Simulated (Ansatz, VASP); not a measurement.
ZrSi7 in VASP and in Ansatz

File INCAR:

```
ALGO = Normal
EDIFF = 1E-6
EDIFFG = -0.005
ENCUT = 600
GGA = PE
IBRION = 2
ISIF = 3
ISMEAR = 0
LASPH = True
LCHARG = False
LREAL = False
LWAVE = False
NELM = 80
NSW = 100
PREC = Accurate
SIGMA = 0.1
```

The input KPOINTS:

```
k-points
0
Gamma
  6 6 6
```

The input POSCAR:

```
ZrSi7
1.0
    5.6503526372      0.0000000000      0.0000000000
    0.0000000000      5.6503526372      0.0000000000
    0.0000000000      0.0000000000      5.6503526372
Zr Si
1 7
Direct
    0.0000000000      0.0000000000      0.0000000000
    0.2659116153      0.2659116153      0.2659116153
    0.0000000000      0.5000000000      0.5000000000
    0.5000000000      0.5000000000      0.0000000000
    0.5000000000      0.0000000000      0.5000000000
    0.7340883847      0.2659116153      0.7340883847
    0.7340883847      0.7340883847      0.2659116153
    0.2659116153      0.7340883847      0.7340883847
```

Input for Ansatz:

```yaml
crystal:
  lattice:
    - [5.6503526372, 0.0, 0.0]
    - [0.0, 5.6503526372, 0.0]
    - [0.0, 0.0, 5.6503526372]
  atoms:
    - { symbol: Zr, position: [0.0, 0.0, 0.0] }
    - { symbol: Si, position: [0.2659116153, 0.2659116153, 0.2659116153] }
    - { symbol: Si, position: [0.0, 0.5, 0.5] }
    - { symbol: Si, position: [0.5, 0.5, 0.0] }
    - { symbol: Si, position: [0.5, 0.0, 0.5] }
    - { symbol: Si, position: [0.7340883847, 0.2659116153, 0.7340883847] }
    - { symbol: Si, position: [0.7340883847, 0.7340883847, 0.2659116153] }
    - { symbol: Si, position: [0.2659116153, 0.7340883847, 0.7340883847] }
basis:
  ecutwfc: 420
kpoints:
  mp_grid: { grid: [6, 6, 6] }
hamiltonian:
  xc: pbe
scf:
  occupations: { method: gaussian, width: 0.1 }
output:
  forces: true
  stress: true
  eigenvalues: true
relax:
  adjacent_minimum: "off"
  f_tol: 0.005
  max_steps: 80
  cell: { stress_tol: 0.05 }
```

Alike in both runs: task relaxation of cell and atoms; functional PBE; k mesh 6 × 6 × 6; occupations gaussian, width 0.1 eV; no spin polarisation.

```csv
,VASP,Ansatz
version,VASP 6.6.1,Ansatz 0.2.0
potentials or method,"VASP PAW PBE potentials, release 64 (Zr_sv, Si), cutoff 600 eV","scalar-relativistic, plane waves, PAW"
valence electrons in the cell,40,40
```

```tsv
	VASP	Ansatz	Ansatz less VASP
gap on the k mesh at the Fermi level, each at its own relaxed structure (eV)	none	none	-
relaxed volume (Å³/atom)	22.53	22.55	+0.021
relaxed cell length with the largest relative difference (Å)	5.649	5.650	+0.0017
```

A gap of «none» marks a metal or a gap that the smearing closes.
